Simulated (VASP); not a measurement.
A run of VASP 6.6.1 is set up as follows.

The input INCAR:

```
PREC = Accurate
ENCUT = 520
EDIFF = 1E-7
ISMEAR = -1
SIGMA = 0.05
LREAL = F
LASPH = T
NELM = 100
ALGO = Normal
ISIF = 2
LWAVE = F
LCHARG = F
GGA = PE
NBANDS = 13
```

The input KPOINTS:

```
regular mesh
0
Gamma
  13 13 13
```

Contents of POSCAR:

```
W
1.0
   -1.5717199485      1.5717199485      1.5717199485
    1.5717199485     -1.5717199485      1.5717199485
    1.5717199485      1.5717199485     -1.5717199485
W
1
Direct
    0.0000000000      0.0000000000      0.0000000000
```

Potentials or basis: VASP PAW PBE potentials, release 64 (W_sv).

Command:

```bash
$ cat potpaw_PBE.64/W_sv/POTCAR > POTCAR
$ mpirun -np 1 vasp_std > vasp.out
```

Question: Predict the pressure.

Answer: 13.0 GPa.

Question: What does it give for the band gap on the k mesh?

Answer: Zero (band 7 reaches 16.38 eV, above the bottom of band 8 at 10.48 eV).

Caveat: spin-orbit coupling is left out, which moves the levels of the heavy elements.
